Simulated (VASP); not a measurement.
# HfH6 (Pm-3m) in VASP: further runs

HfH6 is run at these levels: PBE; tasks: single point, relaxation of cell and atoms.

Program: VASP 6.6.1. These are calculated values, not measurements. Logs are shortened: lines on timing, memory, paths and dates and some standing lists are left out, and cuts for length are marked.

## 1. The cell of the first run

It takes space group Pm-3m (No. 221, cubic). The conventional cell has a = 3.806 Å, b = 3.806 Å, c = 3.806 Å, α = 90.00°, β = 90.00°, γ = 90.00°. Hf (site symmetry m-3m) has 6 H at 1.45 Å within 1.9 Å. H (site symmetry 4mm) has 1 H at 0.90 Å within 1.2 Å.

## 2. Single point, PBE

INCAR

```
SYSTEM = HfH6
PREC = Accurate
ENCUT = 520
EDIFF = 1E-6
ISMEAR = 0
SIGMA = 0.1
LREAL = .FALSE.
LASPH = .TRUE.
NELM = 80
ALGO = Normal
ISIF = 2
LWAVE = .FALSE.
LCHARG = .FALSE.
GGA = PE
NBANDS = 17
```

KPOINTS

```
regular mesh
0
G
  4 4 4
  0 0 0
```

POSCAR

```
HfH6
1.0
    3.8056228900      0.0000000000      0.0000000000
    0.0000000000      3.8056228900      0.0000000000
    0.0000000000      0.0000000000      3.8056228900
Hf H
1 6
Direct
    0.0000000000      0.0000000000      0.0000000000
    0.3818061700      0.0000000000      0.0000000000
    0.6181938300      0.0000000000      0.0000000000
    0.0000000000      0.3818061700      0.0000000000
    0.0000000000      0.6181938300      0.0000000000
    0.0000000000      0.0000000000      0.3818061700
    0.0000000000      0.0000000000      0.6181938300
```

Potentials or basis: VASP PAW PBE potentials, release 64 (Hf_pv, H).

Run with:

```console
$ cat potpaw_PBE.64/Hf_pv/POTCAR potpaw_PBE.64/H/POTCAR > POTCAR
$ mpirun -np 1 vasp_std > vasp.out
```

OUTCAR:

```text
SYSTEM = HfH6
   PREC = Accurate
   ENCUT = 520
   EDIFF = 1E-6
   ISMEAR = 0
   LREAL = .FALSE.
   LASPH = .TRUE.
   NELM = 80
   ISIF = 2
   GGA = PE

 ion  position               nearest neighbor table
   1  0.000  0.000  0.000-   2 1.45   3 1.45   4 1.45   5 1.45   6 1.45   7 1.45   3 2.35   5 2.35
                             7 2.35   6 2.35   4 2.35   2 2.35
   2  0.382  0.000  0.000-   1 1.45   1 2.35
   3  0.618  0.000  0.000-   1 1.45   1 2.35
   4  0.000  0.382  0.000-   1 1.45   1 2.35
   5  0.000  0.618  0.000-   1 1.45   1 2.35
   6  0.000  0.000  0.382-   1 1.45   1 2.35
   7  0.000  0.000  0.618-   1 1.45   1 2.35

  LATTYP: Found a simple cubic cell.
 ALAT       =     3.8056228900

  Lattice vectors:

 A1 = (   3.8056228900,   0.0000000000,   0.0000000000)
 A2 = (   0.0000000000,   3.8056228900,   0.0000000000)
 A3 = (   0.0000000000,   0.0000000000,   3.8056228900)

Analysis of symmetry for initial positions (statically):
=====================================================================
 Subroutine PRICEL returns:
 Original cell was already a primitive cell.

 Routine SETGRP: Setting up the symmetry group for a
 simple cubic supercell.

 Subroutine GETGRP returns: Found 48 space group operations
 (whereof 48 operations were pure point group operations)
 out of a pool of 48 trial point group operations.

The static configuration has the point symmetry O_h .

Analysis of symmetry for dynamics (positions and initial velocities):
=====================================================================
 Subroutine PRICEL returns:
 Original cell was already a primitive cell.

 Routine SETGRP: Setting up the symmetry group for a
 simple cubic supercell.

 Subroutine GETGRP returns: Found 48 space group operations
 (whereof 48 operations were pure point group operations)
 out of a pool of 48 trial point group operations.

The dynamic configuration has the point symmetry O_h .

 Subroutine INISYM returns: Found 48 space group operations
 (whereof 48 operations are pure point group operations),
 and found     1 'primitive' translations

----------------------------------------------------------------------------------------

                                     Primitive cell

  volume of cell :      55.1159

  direct lattice vectors                    reciprocal lattice vectors
     3.805622890  0.000000000  0.000000000     0.262769073  0.000000000  0.000000000
     0.000000000  3.805622890  0.000000000     0.000000000  0.262769073  0.000000000
     0.000000000  0.000000000  3.805622890     0.000000000  0.000000000  0.262769073

  length of vectors
     3.805622890  3.805622890  3.805622890     0.262769073  0.262769073  0.262769073

  position of ions in fractional coordinates (direct lattice)
     0.000000000  0.000000000  0.000000000
     0.381806170  0.000000000  0.000000000
     0.618193830  0.000000000  0.000000000
     0.000000000  0.381806170  0.000000000
     0.000000000  0.618193830  0.000000000
     0.000000000  0.000000000  0.381806170
     0.000000000  0.000000000  0.618193830

  ion indices of the primitive-cell ions
   primitive index   ion index
                 1           1
                 2           2
                 3           3
                 4           4
                 5           5
                 6           6
                 7           7

----------------------------------------------------------------------------------------

 KPOINTS: regular mesh

Automatic generation of k-mesh.
 Grid dimensions read from file:
 generate k-points for:    4    4    4

 Generating k-lattice:

  Cartesian coordinates                     Fractional coordinates (reciprocal lattice)
     0.065692268  0.000000000  0.000000000     0.250000000  0.000000000  0.000000000
     0.000000000  0.065692268  0.000000000     0.000000000  0.250000000  0.000000000
     0.000000000  0.000000000  0.065692268     0.000000000  0.000000000  0.250000000

  Length of vectors
     0.065692268  0.065692268  0.065692268

  Shift w.r.t. Gamma in fractional coordinates (k-lattice)
     0.000000000  0.000000000  0.000000000

 Subroutine IBZKPT returns following result:
 ===========================================

 Found     10 irreducible k-points:

 Following reciprocal coordinates:
            Coordinates               Weight
  0.000000  0.000000  0.000000      1.000000
  0.250000  0.000000  0.000000      6.000000
  0.500000  0.000000  0.000000      3.000000
  0.250000  0.250000  0.000000     12.000000
  0.500000  0.250000  0.000000     12.000000
  0.500000  0.500000  0.000000      3.000000
  0.250000  0.250000  0.250000      8.000000
  0.500000  0.250000  0.250000     12.000000
  0.500000  0.500000  0.250000      6.000000
  0.500000  0.500000  0.500000      1.000000
   k-points           NKPTS =     10   k-points in BZ     NKDIM =     10   number of bands    NBANDS=     17
   number of dos      NEDOS =    301   number of ions     NIONS =      7
   total plane-waves  NPLWV =  21952
   dimension x,y,z NGX =    28 NGY =   28 NGZ =   28
   dimension x,y,z NGXF=    56 NGYF=   56 NGZF=   56
   ions per type =               1   6
   NGX,Y,Z   is equivalent  to a cutoff of  12.23, 12.23, 12.23 a.u.
   NGXF,Y,Z  is equivalent  to a cutoff of  24.46, 24.46, 24.46 a.u.
 SYSTEM =  HfH6
   PREC   = accura    normal or accurate (medium, high low for compatibility)
   ISTART =      0    job   : 0-new  1-cont  2-samecut
   ICHARG =      2    charge: 1-file 2-atom 10-const
   ISPIN  =      1    spin polarized calculation?
   LNONCOLLINEAR =      F non collinear calculations
   LSORBIT =      F    spin-orbit coupling
   LASPH  =      T    aspherical Exc in radial PAW
   ENCUT  =  520.0 eV  38.22 Ry    6.18 a.u.   7.08  7.08  7.08*2*pi/ulx,y,z
   NELM   =     80;   NELMIN=  2; NELMDL= -5     # of ELM steps
   EDIFF  = 0.1E-05   stopping-criterion for ELM
   LREAL  =      F    real-space projection
[... 7 lines left out ...]
   TEBEG  =    0.0;   TEEND  =   0.0 temperature during run
   PSTRESS=    0.0 pullay stress
   NELECT =      16.0000    total number of electrons
   NUPDOWN=      -1.0000    fix difference up-down
   EMIN   =  10.00;   EMAX   =-10.00  energy-range for DOS
   EFERMI =   0.00;   METHOD = LEGACY
   ISMEAR =     0;   SIGMA  =   0.10  broadening in eV -4-tet -1-fermi 0-gaus
   EFERMI_NEDOS =   21; number of points for ismear=-14 and -15
   IALGO  =     38    algorithm
   IMIX   =      4    mixing-type and parameters
     AMIX     =   0.40;   BMIX     =  1.00
     AMIX_MAG =   1.60;   BMIX_MAG =  1.00
  volume/ion in A,a.u.               =       7.87        53.13
  Fermi-wavevector in a.u.,A,eV,Ry     =   1.083983  2.048431 15.987101  1.175019
  Thomas-Fermi vector in A             =   2.220062
   LORBIT       =      0    0 simple, 1 ext, 2 COOP (PROOUT), +10 PAW based schemes
   GGA     = PE    functional components
   LHFCALC =     F    Hartree Fock is set to
   AEXX    =    0.0000 exact exchange contribution
   IVDW    =     0    specifies the selected vdW correction
   LEPSILON=     F    determine dielectric tensor
   LRPA    =     F    only Hartree local field effects (RPA)
 non-spin polarized calculation
 Gauss-broadening in eV      SIGMA  =   0.10
  energy-cutoff  :      520.00
  volume of cell :       55.12
 maximum number of plane-waves:      1503
   NGX = 15   NGY = 15   NGZ = 15

 number of electron      16.0000002 magnetization

 Free energy of the ion-electron system (eV)
  ---------------------------------------------------
  ext. energy  EPLUGINS =         0.00000000
  ---------------------------------------------------
  free energy    TOTEN  =       -14.80064756 eV

  energy without entropy =      -14.80047879  energy(sigma->0) =      -14.80056317

 E-fermi :   1.6119     XC(G=0):  -8.7347

 val. band max:        1.3917432261   @ k =   0.2500   0.2500   0.0000
 cond. band min:       1.8382882412   @ k =   0.2500   0.2500   0.2500
 fundamental gap:      0.4465450151
 Fermi energy:         1.6119100529

 k-point     1 :       0.0000    0.0000    0.0000
  band No.  band energies     occupation
      1     -29.4482      2.00000
      2     -29.4482      2.00000
      3     -29.4482      2.00000
      4     -10.1830      2.00000
      5      -9.3098      2.00000
      6      -9.3098      2.00000
[... 9 lines left out ...]
     16      12.6699      0.00000
     17      12.6699      0.00000

 k-point     2 :       0.2500    0.0000    0.0000
  band No.  band energies     occupation
      1     -29.5653      2.00000
      2     -29.4450      2.00000
      3     -29.4450      2.00000
      4      -9.8765      2.00000
      5      -9.2767      2.00000
      6      -8.1165      2.00000
[... 9 lines left out ...]
     16      12.9812      0.00000
     17      12.9812      0.00000

 k-point     3 :       0.5000    0.0000    0.0000
  band No.  band energies     occupation
      1     -29.6787      2.00000
      2     -29.4418      2.00000
      3     -29.4418      2.00000
      4      -9.7414      2.00000
      5      -9.2432      2.00000
      6      -5.7112      2.00000
[... 9 lines left out ...]
     16      13.4437      0.00000
     17      13.4438      0.00000

 k-point     4 :       0.2500    0.2500    0.0000
  band No.  band energies     occupation
      1     -29.5623      2.00000
      2     -29.5612      2.00000
      3     -29.4418      2.00000
      4      -9.5619      2.00000
      5      -8.2157      2.00000
      6      -7.9393      2.00000
[... 9 lines left out ...]
     16      13.5023      0.00000
     17      13.6815      0.00000
[... 63 lines left out ...]
      1     -29.6709      2.00000
      2     -29.5552      2.00000
      3     -29.5541      2.00000
      4      -8.1212      2.00000
      5      -7.8508      2.00000
      6      -5.5001      2.00000
[... 9 lines left out ...]
     16      10.7637      0.00000
     17      12.8632      0.00000

 k-point     9 :       0.5000    0.5000    0.2500
  band No.  band energies     occupation
      1     -29.6670      2.00000
      2     -29.6670      2.00000
      3     -29.5511      2.00000
      4      -7.9267      2.00000
      5      -5.3872      2.00000
      6      -5.3872      2.00000
[... 9 lines left out ...]
     16      11.9067      0.00000
     17      15.2906      0.00000

 k-point    10 :       0.5000    0.5000    0.5000
  band No.  band energies     occupation
      1     -29.6632      2.00000
      2     -29.6632      2.00000
      3     -29.6632      2.00000
      4      -5.2887      2.00000
      5      -5.2887      2.00000
      6      -5.2887      2.00000
[... 9 lines left out ...]
     16      11.5928      0.00000
     17      15.0552      0.00000

------------------------ aborting loop because EDIFF is reached ----------------------------------------

  FORCE on cell =-STRESS in cart. coord.  units (eV):
  Direction    XX          YY          ZZ          XY          YZ          ZX
  --------------------------------------------------------------------------------------
  -------------------------------------------------------------------------------------
  Total       21.0772252     21.0772252     21.0772252     -0.0000000     -0.0000000      0.0000000
  in kB      612.6984287    612.6984287    612.6984287     -0.0000000     -0.0000000      0.0000000
  external PRESSURE =     612.6984287 kB  Pullay stress =       0.0000000 kB

 VOLUME and BASIS-vectors are now :
 -----------------------------------------------------------------------------
  energy-cutoff  :      520.00
  volume of cell :       55.12
      direct lattice vectors                 reciprocal lattice vectors
     3.805622890  0.000000000  0.000000000     0.262769073  0.000000000  0.000000000
     0.000000000  3.805622890  0.000000000     0.000000000  0.262769073  0.000000000
     0.000000000  0.000000000  3.805622890     0.000000000  0.000000000  0.262769073

 POSITION                                       TOTAL-FORCE (eV/Angst)
 -----------------------------------------------------------------------------------
      0.00000      0.00000      0.00000        -0.000000     -0.000000      0.000000
      1.45301      0.00000      0.00000         7.832479     -0.000000      0.000000
      2.35261      0.00000      0.00000        -7.832479     -0.000000     -0.000000
      0.00000      1.45301      0.00000        -0.000000      7.832479     -0.000000
      0.00000      2.35261      0.00000         0.000000     -7.832479      0.000000
      0.00000      0.00000      1.45301        -0.000000     -0.000000      7.832479
      0.00000      0.00000      2.35261         0.000000     -0.000000     -7.832479
 -----------------------------------------------------------------------------------
    total drift:                               -0.000000     -0.000000     -0.000000

  FREE ENERGIE OF THE ION-ELECTRON SYSTEM (eV)
  ---------------------------------------------------
  free  energy   TOTEN  =       -14.8006475592 eV

  energy  without entropy=      -14.8004787852  energy(sigma->0) =      -14.80056317
```

Run time: 8.8 s. Hardware: 1 thread of Intel Xeon Platinum 8259CL at 2.50GHz (Skylake/Cascade Lake), shared host; peak memory 0.15 GiB.

Results:

| Property | Result |
| --- | --- |
| Free energy | -14.8006 eV |
| Pressure | 61.3 GPa |
| Largest force | 7.832 eV/Å |
| Band gap on the k mesh | zero (band 8 reaches 3.76 eV, above the bottom of band 9 at -0.16 eV) |

Forces in eV/Å, atoms in the order of the input:
```
Hf   0.000  0.000  0.000
H    7.832  0.000  0.000
H   -7.832  0.000  0.000
H    0.000  7.832  0.000
H    0.000 -7.832  0.000
H    0.000  0.000  7.832
H    0.000  0.000 -7.832
```

Caveat: the k points lie up to 0.41 Å⁻¹ apart; spin-orbit coupling is left out, which moves the levels of the heavy elements; forces of over 1 eV/Å act on the atoms, so gaps and moduli don't describe the material at rest.

## 3. Single point, PBE

This run uses another cell than the first one, of 20.11 Å³/atom, 2.554 times its volume.

INCAR

```
PREC = Accurate ; ENCUT = 520
EDIFF = 1E-6 ; ISMEAR = 0
SIGMA = 0.1 ; LREAL = F
LASPH = T ; NELM = 100
ALGO = Normal ; ISIF = 2
LWAVE = F ; LCHARG = F
GGA = PE ; NBANDS = 17
```

KPOINTS

```
Automatic mesh
0
Gamma
  4 4 4
```

POSCAR

```
HfH6
1.0
    5.2019492680      0.0000000000      0.0000000000
    0.0000000000      5.2019492680      0.0000000000
    0.0000000000      0.0000000000      5.2019492680
Hf H
1 6
Direct
    0.0000000000      0.0000000000      0.0000000000
    0.3944144343      0.0000000000      0.0000000000
    0.6055855657      0.0000000000      0.0000000000
    0.0000000000      0.3944144343      0.0000000000
    0.0000000000      0.6055855657      0.0000000000
    0.0000000000      0.0000000000      0.3944144343
    0.0000000000      0.0000000000      0.6055855657
```

Potentials or basis: VASP PAW PBE potentials, release 64 (Hf_pv, H).

Run with:

```console
$ cat potpaw_PBE.64/Hf_pv/POTCAR potpaw_PBE.64/H/POTCAR > POTCAR
$ mpirun -np 1 vasp_std > vasp.out
```

OUTCAR:

```text
PREC = Accurate
   ENCUT = 520
   EDIFF = 1E-6
   ISMEAR = 0
   LREAL = F
   LASPH = T
   NELM = 100
   ISIF = 2
   GGA = PE

 ion  position               nearest neighbor table
   1  0.000  0.000  0.000-   2 2.05   3 2.05   4 2.05   5 2.05   6 2.05   7 2.05
   2  0.394  0.000  0.000-   1 2.05
   3  0.606  0.000  0.000-   1 2.05
   4  0.000  0.394  0.000-   1 2.05
   5  0.000  0.606  0.000-   1 2.05
   6  0.000  0.000  0.394-   1 2.05
   7  0.000  0.000  0.606-   1 2.05

  LATTYP: Found a simple cubic cell.
 ALAT       =     5.2019492680

  Lattice vectors:

 A1 = (   5.2019492680,   0.0000000000,   0.0000000000)
 A2 = (   0.0000000000,   5.2019492680,   0.0000000000)
 A3 = (   0.0000000000,   0.0000000000,   5.2019492680)

Analysis of symmetry for initial positions (statically):
=====================================================================
 Subroutine PRICEL returns:
 Original cell was already a primitive cell.

[... 169 lines left out ...]
 fundamental gap:      0.0312224054
 Fermi energy:        -1.7091975217

 k-point     1 :       0.0000    0.0000    0.0000
  band No.  band energies     occupation
      1     -33.3194      2.00000
      2     -33.3194      2.00000
      3     -33.3193      2.00000
      4      -8.9435      2.00000
      5      -7.6495      2.00000
      6      -7.6495      2.00000
[... 177 lines left out ...]
      4      -7.1456      2.00000
      5      -7.1456      2.00000
      6      -7.1456      2.00000
[... 9 lines left out ...]
     16       4.3639      0.00000
     17       6.3194      0.00000

------------------------ aborting loop because EDIFF is reached ----------------------------------------

  FORCE on cell =-STRESS in cart. coord.  units (eV):
  Direction    XX          YY          ZZ          XY          YZ          ZX
  --------------------------------------------------------------------------------------
  -------------------------------------------------------------------------------------
  Total       -0.1367321     -0.1367321     -0.1367321     -0.0000000     -0.0000000      0.0000000
  in kB       -1.5562619     -1.5562619     -1.5562619     -0.0000000     -0.0000000      0.0000000
  external PRESSURE =      -1.5562619 kB  Pullay stress =       0.0000000 kB

 VOLUME and BASIS-vectors are now :
 -----------------------------------------------------------------------------
  energy-cutoff  :      520.00
  volume of cell :      140.77
      direct lattice vectors                 reciprocal lattice vectors
     5.201949268  0.000000000  0.000000000     0.192235631  0.000000000  0.000000000
     0.000000000  5.201949268  0.000000000     0.000000000  0.192235631  0.000000000
     0.000000000  0.000000000  5.201949268     0.000000000  0.000000000  0.192235631

 POSITION                                       TOTAL-FORCE (eV/Angst)
 -----------------------------------------------------------------------------------
      0.00000      0.00000      0.00000        -0.000000      0.000000      0.000000
      2.05172      0.00000      0.00000         0.043047      0.000000     -0.000000
      3.15023      0.00000      0.00000        -0.043047      0.000000      0.000000
      0.00000      2.05172      0.00000         0.000000      0.043047      0.000000
      0.00000      3.15023      0.00000        -0.000000     -0.043047     -0.000000
      0.00000      0.00000      2.05172        -0.000000      0.000000      0.043047
      0.00000      0.00000      3.15023         0.000000     -0.000000     -0.043047
 -----------------------------------------------------------------------------------
    total drift:                               -0.000000     -0.000000      0.000000

  FREE ENERGIE OF THE ION-ELECTRON SYSTEM (eV)
  ---------------------------------------------------
  free  energy   TOTEN  =       -25.0328432737 eV

  energy  without entropy=      -24.9974804792  energy(sigma->0) =      -25.01516188
```

It took 26 s on 1 thread of Intel Xeon Platinum 8259CL at 2.50GHz (Skylake/Cascade Lake), shared host; peak memory 0.24 GiB.

Results:

```yaml
Free_energy: -25.0328 eV
Pressure: -0.2 GPa
Largest_force: 0.043 eV/Å
Band_gap_on_the_k_mesh: zero (band 8 reaches -0.31 eV, above the bottom of band 9 at -2.75 eV)
```

Forces on the atoms (eV/Å):
```
Hf   0.000  0.000  0.000
H    0.043  0.000  0.000
H   -0.043  0.000  0.000
H    0.000  0.043  0.000
H    0.000 -0.043  0.000
H    0.000  0.000  0.043
H    0.000  0.000 -0.043
```

Levels at points of the mesh, in eV from the Fermi level:
| k point | band 4 | band 5 | band 6 | band 7 | band 8 | band 9 | band 10 | band 11 | band 12 | band 13 |
| --- | --- | --- | --- | --- | --- | --- | --- | --- | --- | --- |
| (0.00, 0.00, 0.00) | -7.23 | -5.94 | -5.94 | 1.40 | 1.40 | 1.40 | 1.53 | 1.53 | 1.53 | 4.45 |
| (0.50, 0.00, 0.00) | -6.87 | -5.93 | -5.51 | -1.54 | 1.21 | 1.21 | 1.55 | 1.59 | 1.59 | 3.49 |
| (0.50, 0.50, 0.00) | -6.45 | -5.47 | -5.47 | -2.08 | -1.05 | 0.64 | 1.25 | 1.25 | 1.75 | 4.82 |
| (0.50, 0.50, 0.50) | -5.44 | -5.44 | -5.44 | -2.75 | -1.04 | -1.04 | 0.75 | 0.75 | 0.75 | 5.79 |

Caveat: spin-orbit coupling is left out, which moves the levels of the heavy elements.

(Part 1 of 2 ends here.)
